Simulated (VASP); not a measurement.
# PbSe (Fmm2) in VASP: a series of runs

PbSe is run at these levels: PBE; tasks: single point.

Program: VASP 6.6.1. These are calculated values, not measurements. Logs are shortened: lines on timing, memory, paths and dates and some standing lists are left out, and cuts for length are marked.

## (1) The cell of the first run

It takes space group Fmm2 (No. 42, orthorhombic). Conventional cell: a = 6.236 Å, b = 24.002 Å, c = 6.251 Å, α = 90.00°, β = 90.00°, γ = 90.00°. Within 3.7 Å of Pb (site symmetry m) lie 5 Se at 2.83 to 3.21 Å. Se (site symmetry m) has 5 Pb at 2.83 to 3.21 Å within 3.7 Å.

## (2) Single point, PBE

INCAR reads:

```
SYSTEM = PbSe
ALGO = Normal
EDIFF = 1E-7
ENCUT = 520
GGA = PE
ISIF = 2
ISMEAR = -1
LASPH = .TRUE.
LCHARG = .TRUE.
LELF = .TRUE.
LREAL = .FALSE.
LVHAR = .TRUE.
LWAVE = .FALSE.
NBANDS = 28
NELM = 60
PREC = Accurate
SIGMA = 0.05
```

KPOINTS reads:

```
k-points
0
G
  6 6 6
  0 0 0
```

POSCAR reads:

```
PbSe
1.0
    0.0000000000     12.0007990000      3.1254420000
    3.1181510000      0.0000000000      3.1254420000
    3.1181510000     12.0007990000      0.0000000000
Pb Se
2 2
Direct
    0.8052670000      0.1907300000      0.8092700000
    0.1907300000      0.8052670000      0.1947330000
    0.2955810000      0.6744230000      0.3255770000
    0.6744230000      0.2955810000      0.7044190000
```

Potentials or basis: VASP PAW PBE potentials, release 64 (Pb_d, Se).

On the command line:

```bash
$ cat potpaw_PBE.64/Pb_d/POTCAR potpaw_PBE.64/Se/POTCAR > POTCAR
$ mpirun -np 1 vasp_std > vasp.out
```

OUTCAR:

```text
SYSTEM = PbSe
   EDIFF = 1E-7
   ENCUT = 520
   GGA = PE
   ISIF = 2
   ISMEAR = -1
   LASPH = .TRUE.
   LREAL = .FALSE.
   NELM = 60
   PREC = Accurate

 ion  position               nearest neighbor table
   1  0.805  0.191  0.809-   4 2.83   3 3.05   3 3.12   3 3.12   3 3.21
   2  0.191  0.805  0.195-   3 2.83   4 3.05   4 3.12   4 3.12   4 3.21
   3  0.296  0.674  0.326-   2 2.83   1 3.05   1 3.12   1 3.12   1 3.21
   4  0.674  0.296  0.704-   1 2.83   2 3.05   2 3.12   2 3.12   2 3.21

  LATTYP: Found a face centered orthorhombic cell.
 ALAT       =     6.2363020000
 B/A-ratio  =     1.0023382447
 C/A-ratio  =     3.8486907786

  Lattice vectors:

 A1 = (   0.0000000000,  12.0007990000,   3.1254420000)
 A2 = (  -3.1181510000,  12.0007990000,   0.0000000000)
 A3 = (  -3.1181510000,   0.0000000000,   3.1254420000)

Analysis of symmetry for initial positions (statically):
=====================================================================
 Subroutine PRICEL returns:
 Original cell was already a primitive cell.

 Routine SETGRP: Setting up the symmetry group for a
 face centered orthorhombic supercell.

 Subroutine GETGRP returns: Found  4 space group operations
 (whereof  4 operations were pure point group operations)
 out of a pool of  8 trial point group operations.

The static configuration has the point symmetry C_2v.

Analysis of symmetry for dynamics (positions and initial velocities):
=====================================================================
 Subroutine PRICEL returns:
 Original cell was already a primitive cell.

 Routine SETGRP: Setting up the symmetry group for a
 face centered orthorhombic supercell.

 Subroutine GETGRP returns: Found  4 space group operations
 (whereof  4 operations were pure point group operations)
 out of a pool of  8 trial point group operations.

The dynamic configuration has the point symmetry C_2v.

 Subroutine INISYM returns: Found  4 space group operations
 (whereof  4 operations are pure point group operations),
 and found     1 'primitive' translations

----------------------------------------------------------------------------------------

                                     Primitive cell

  volume of cell :     233.9100

  direct lattice vectors                    reciprocal lattice vectors
     0.000000000 12.000799000  3.125442000    -0.160351439  0.041663893  0.159977373
     3.118151000  0.000000000  3.125442000     0.160351439 -0.041663893  0.159977373
     3.118151000 12.000799000  0.000000000     0.160351439  0.041663893 -0.159977373

  length of vectors
    12.401111415  4.414889959 12.399275878     0.230306804  0.230306804  0.230306804

  position of ions in fractional coordinates (direct lattice)
     0.805267000  0.190730000  0.809270000
     0.190730000  0.805267000  0.194733000
     0.295581000  0.674423000  0.325577000
     0.674423000  0.295581000  0.704419000

  ion indices of the primitive-cell ions
   primitive index   ion index
                 1           1
                 2           2
                 3           3
                 4           4

----------------------------------------------------------------------------------------

 KPOINTS: k-points

Automatic generation of k-mesh.
 Grid dimensions read from file:
 generate k-points for:    6    6    6

 Generating k-lattice:

  Cartesian coordinates                     Fractional coordinates (reciprocal lattice)
    -0.026725240  0.006943982  0.026662895     0.166666667  0.000000000  0.000000000
     0.026725240 -0.006943982  0.026662895     0.000000000  0.166666667  0.000000000
     0.026725240  0.006943982 -0.026662895    -0.000000000 -0.000000000  0.166666667

  Length of vectors
     0.038384467  0.038384467  0.038384467

  Shift w.r.t. Gamma in fractional coordinates (k-lattice)
     0.000000000  0.000000000  0.000000000

 Subroutine IBZKPT returns following result:
 ===========================================

 Found     46 irreducible k-points:

 Following reciprocal coordinates:
            Coordinates               Weight
  0.000000  0.000000  0.000000      1.000000
  0.166667 -0.000000 -0.000000      8.000000
  0.333333 -0.000000  0.000000      8.000000
  0.500000 -0.000000  0.000000      4.000000
  0.166667  0.166667  0.000000      2.000000
  0.333333  0.166667 -0.000000      8.000000
[... 16 lines left out ...]
 -0.166667  0.166667  0.166667      8.000000
  0.500000  0.333333  0.166667      4.000000
 [... further k-points ...]
   k-points           NKPTS =     46   k-points in BZ     NKDIM =     46   number of bands    NBANDS=     28
   number of dos      NEDOS =    301   number of ions     NIONS =      4
   total plane-waves  NPLWV = 331776
   dimension x,y,z NGX =    96 NGY =   36 NGZ =   96
   dimension x,y,z NGXF=   192 NGYF=   72 NGZF=  192
   ions per type =               2   2
   NGX,Y,Z   is equivalent  to a cutoff of  12.87, 13.56, 12.87 a.u.
   NGXF,Y,Z  is equivalent  to a cutoff of  25.74, 27.11, 25.74 a.u.
 SYSTEM =  PbSe
   PREC   = accura    normal or accurate (medium, high low for compatibility)
   ISTART =      0    job   : 0-new  1-cont  2-samecut
   ICHARG =      2    charge: 1-file 2-atom 10-const
   ISPIN  =      1    spin polarized calculation?
   LNONCOLLINEAR =      F non collinear calculations
   LSORBIT =      F    spin-orbit coupling
   LASPH  =      T    aspherical Exc in radial PAW
   ENCUT  =  520.0 eV  38.22 Ry    6.18 a.u.  23.06  8.21 23.05*2*pi/ulx,y,z
   NELM   =     60;   NELMIN=  2; NELMDL= -5     # of ELM steps
   EDIFF  = 0.1E-06   stopping-criterion for ELM
   LREAL  =      F    real-space projection
   EDIFFG = 0.1E-05   stopping-criterion for IOM
   NSW    =      0    number of steps for IOM
   IBRION =     -1    ionic relax: 0-MD 1-quasi-New 2-CG
   NFREE  =      0    steps in history (QN), initial steepest desc. (CG)
   ISIF   =      2    stress and relaxation
   ISYM   =      2    0-nonsym 1-usesym 2-fastsym
   POTIM  = 0.5000    time-step for ionic-motion
   TEBEG  =    0.0;   TEEND  =   0.0 temperature during run
   PSTRESS=    0.0 pullay stress
   NELECT =      40.0000    total number of electrons
   NUPDOWN=      -1.0000    fix difference up-down
   EMIN   =  10.00;   EMAX   =-10.00  energy-range for DOS
   EFERMI =   0.00;   METHOD = LEGACY
   ISMEAR =    -1;   SIGMA  =   0.05  broadening in eV -4-tet -1-fermi 0-gaus
   EFERMI_NEDOS =   21; number of points for ismear=-14 and -15
   IALGO  =     38    algorithm
   IMIX   =      4    mixing-type and parameters
     AMIX     =   0.40;   BMIX     =  1.00
     AMIX_MAG =   1.60;   BMIX_MAG =  1.00
  volume/ion in A,a.u.               =      58.48       394.63
  Fermi-wavevector in a.u.,A,eV,Ry     =   0.908682  1.717160 11.234370  0.825703
  Thomas-Fermi vector in A             =   2.032637
   LORBIT       =      0    0 simple, 1 ext, 2 COOP (PROOUT), +10 PAW based schemes
   GGA     = PE    functional components
   LHFCALC =     F    Hartree Fock is set to
   AEXX    =    0.0000 exact exchange contribution
   IVDW    =     0    specifies the selected vdW correction
   LEPSILON=     F    determine dielectric tensor
   LRPA    =     F    only Hartree local field effects (RPA)
 non-spin polarized calculation
  energy-cutoff  :      520.00
  volume of cell :      233.91
 maximum number of plane-waves:      6336
 NGX is ok and might be reduce to    96
   NGX = 45   NGY = 17   NGZ = 45

 number of electron      40.0000002 magnetization

 Free energy of the ion-electron system (eV)
  ---------------------------------------------------
  ext. energy  EPLUGINS =         0.00000000
  ---------------------------------------------------
  free energy    TOTEN  =       -16.10596422 eV

  energy without entropy =      -16.10596419  energy(sigma->0) =      -16.10596420

 E-fermi :   0.5721     XC(G=0):  -5.5778

 val. band max:       -0.2877620041   @ k =  -0.3333  -0.0000   0.1667
 cond. band min:       1.3935530564   @ k =  -0.3333  -0.0000   0.1667
 fundamental gap:      1.6813150604
 Fermi energy:         0.5720703784

 k-point     1 :       0.0000    0.0000    0.0000
  band No.  band energies     occupation
      1     -16.6125      2.00000
      2     -16.5269      2.00000
      3     -16.5140      2.00000
      4     -16.5107      2.00000
      5     -16.5083      2.00000
      6     -16.5061      2.00000
[... 20 lines left out ...]
     27       5.3590      0.00000
     28       5.4734      0.00000

 k-point     2 :       0.1667   -0.0000   -0.0000
  band No.  band energies     occupation
      1     -16.6007      2.00000
      2     -16.5215      2.00000
      3     -16.5163      2.00000
      4     -16.5137      2.00000
      5     -16.5093      2.00000
      6     -16.5060      2.00000
[... 20 lines left out ...]
     27       4.6661      0.00000
     28       5.6145      0.00000

 k-point     3 :       0.3333   -0.0000    0.0000
  band No.  band energies     occupation
      1     -16.5734      2.00000
      2     -16.5268      2.00000
      3     -16.5224      2.00000
      4     -16.5191      2.00000
      5     -16.5118      2.00000
      6     -16.4998      2.00000
[... 20 lines left out ...]
     27       4.7788      0.00000
     28       6.3882      0.00000

 k-point     4 :       0.5000   -0.0000    0.0000
  band No.  band energies     occupation
      1     -16.5457      2.00000
      2     -16.5457      2.00000
      3     -16.5257      2.00000
      4     -16.5257      2.00000
      5     -16.5046      2.00000
      6     -16.5046      2.00000
[... 578 lines left out ...]
     27       5.6708      0.00000
     28       6.1150      0.00000

 k-point    23 :      -0.1667    0.1667    0.1667
  band No.  band energies     occupation
      1     -16.5764      2.00000
      2     -16.5439      2.00000
      3     -16.5174      2.00000
      4     -16.5153      2.00000
      5     -16.5111      2.00000
      6     -16.4977      2.00000
[... 20 lines left out ...]
     27       4.9098      0.00000
     28       6.2544      0.00000

 k-point    24 :       0.5000    0.3333    0.1667
  band No.  band energies     occupation
      1     -16.5865      2.00000
      2     -16.5717      2.00000
      3     -16.5166      2.00000
      4     -16.5139      2.00000
      5     -16.5087      2.00000
      6     -16.4952      2.00000
[... 20 lines left out ...]
     27       5.4588      0.00000
     28       6.0161      0.00000

 [... further k-points ...]
[... 5 lines left out ...]
  --------------------------------------------------------------------------------------
  -------------------------------------------------------------------------------------
  Total       -0.0638126     -0.0300536     -0.0851250      0.0000000      0.0000000      0.0000000
  in kB       -0.4370875     -0.2058536     -0.5830673      0.0000000      0.0000000      0.0000000
  external PRESSURE =      -0.4086695 kB  Pullay stress =       0.0000000 kB

 VOLUME and BASIS-vectors are now :
 -----------------------------------------------------------------------------
  energy-cutoff  :      520.00
  volume of cell :      233.91
      direct lattice vectors                 reciprocal lattice vectors
     0.000000000 12.000799000  3.125442000    -0.160351439  0.041663893  0.159977373
     3.118151000  0.000000000  3.125442000     0.160351439 -0.041663893  0.159977373
     3.118151000 12.000799000  0.000000000     0.160351439  0.041663893 -0.159977373

 POSITION                                       TOTAL-FORCE (eV/Angst)
 -----------------------------------------------------------------------------------
      3.11815     19.37573      3.11293         0.000000      0.011299     -0.019568
      3.11815      4.62586      3.11293         0.000000     -0.011299     -0.019568
      3.11815      7.45439      3.03169         0.000000     -0.010872      0.019568
      3.11815     16.54721      3.03169         0.000000      0.010872      0.019568
 -----------------------------------------------------------------------------------
    total drift:                               -0.000023     -0.000009      0.000106

  FREE ENERGIE OF THE ION-ELECTRON SYSTEM (eV)
  ---------------------------------------------------
  free  energy   TOTEN  =       -16.1059642168 eV

  energy  without entropy=      -16.1059641879  energy(sigma->0) =      -16.10596420
```

Run time: 7.3 min. Hardware: 1 thread of Intel Xeon 6975P-C (Granite Rapids), shared host; peak memory 0.81 GiB.

Results:

| Quantity | Value |
| --- | --- |
| Free energy | -16.1060 eV |
| Pressure | 0.0 GPa |
| Largest force | 0.023 eV/Å |
| Band gap on the k mesh | 1.68 eV |

Forces on the atoms (eV/Å):
```
Pb   0.000  0.011 -0.020
Pb   0.000 -0.011 -0.020
Se   0.000 -0.011  0.020
Se   0.000  0.011  0.020
```

Levels at points of the mesh, in eV from the valence-band top:
| k point | band 16 | band 17 | band 18 | band 19 | band 20 | band 21 | band 22 | band 23 | band 24 | band 25 |
| --- | --- | --- | --- | --- | --- | --- | --- | --- | --- | --- |
| (0.00, 0.00, 0.00) | -2.22 | -2.21 | -1.22 | -1.21 | -0.36 | 2.27 | 4.00 | 4.64 | 4.97 | 5.00 |
| (0.50, 0.00, 0.00) | -1.62 | -0.80 | -0.80 | 0.00 | 0.00 | 1.68 | 1.68 | 2.62 | 2.62 | 3.14 |
| (0.50, 0.50, 0.00) | -3.79 | -2.56 | -2.56 | -1.26 | -1.24 | 3.75 | 3.79 | 5.21 | 5.22 | 5.58 |
| (0.50, 0.00, 0.50) | -2.22 | -2.21 | -1.22 | -1.21 | -0.37 | 2.16 | 4.64 | 4.78 | 4.93 | 5.00 |
| (0.00, 0.50, 0.50) | -3.79 | -2.56 | -2.56 | -1.26 | -1.24 | 3.77 | 3.77 | 5.20 | 5.24 | 5.56 |

Caveat: spin-orbit coupling is left out, which moves the levels of the heavy elements. A k mesh can miss the band edges.

## (3) Single point, PBE

This run uses another cell than the first one, of 59.65 Å³/atom.

INCAR reads:

```
SYSTEM = PbSe
ALGO = Normal ; EDIFF = 1E-6
ENCUT = 520 ; GGA = PE
ISIF = 2 ; ISMEAR = -1
LASPH = .True. ; LCHARG = .False.
LREAL = .False. ; LWAVE = .False.
NBANDS = 28 ; NELM = 80
PREC = Accurate ; SIGMA = 0.05
```

KPOINTS reads:

```
k-points
0
Gamma
  6 6 6
  0 0 0
```

POSCAR reads:

```
PbSe
1.0
    0.0000000000     12.0802768063      3.1461408946
    3.1388016084      0.0000000000      3.1461408946
    3.1388016084     12.0802768063      0.0000000000
Pb Se
2 2
Direct
    0.8052670000      0.1907300000      0.8092700000
    0.1907300000      0.8052670000      0.1947330000
    0.2955810000      0.6744230000      0.3255770000
    0.6744230000      0.2955810000      0.7044190000
```

Potentials or basis: VASP PAW PBE potentials, release 64 (Pb_d, Se).

On the command line:

```bash
$ cat potpaw_PBE.64/Pb_d/POTCAR potpaw_PBE.64/Se/POTCAR > POTCAR
$ mpirun -np 1 vasp_std > vasp.out
```

Run time: 7.8 min. Hardware: 1 thread of Intel Xeon 6975P-C (Granite Rapids), shared host; peak memory 0.83 GiB.

Results (log left out):

```
Free energy            : -16.0991 eV
Pressure               : -0.5 GPa
Largest force          : 0.102 eV/Å
Band gap on the k mesh : 1.68 eV
```

Forces in eV/Å, atoms in the order of the input:
```
Pb   0.000 -0.095 -0.006
Pb   0.000  0.095 -0.006
Se   0.000 -0.102  0.006
Se   0.000  0.102  0.006
```

Stress tensor (GPa, compression positive):
```
-0.49  0.00  0.00
 0.00 -0.39  0.00
 0.00  0.00 -0.51
```

Levels at points of the mesh, in eV from the valence-band top:
| k point | band 18 | band 19 | band 20 | band 21 | band 22 | band 23 |
| --- | --- | --- | --- | --- | --- | --- |
| (0.00, 0.00, 0.00) | -1.16 | -1.15 | -0.33 | 2.28 | 4.03 | 4.68 |
| (0.50, 0.00, 0.00) | -0.75 | 0.00 | 0.00 | 1.68 | 1.68 | 2.62 |
| (0.50, 0.50, 0.00) | -2.47 | -1.20 | -1.19 | 3.73 | 3.76 | 5.23 |
| (0.50, 0.00, 0.50) | -1.16 | -1.15 | -0.33 | 2.18 | 4.68 | 4.73 |
| (0.00, 0.50, 0.50) | -2.47 | -1.20 | -1.19 | 3.74 | 3.75 | 5.22 |

Caveat: spin-orbit coupling is left out, which moves the levels of the heavy elements. A k mesh can miss the band edges.

(Part 1 of 2 ends here.)
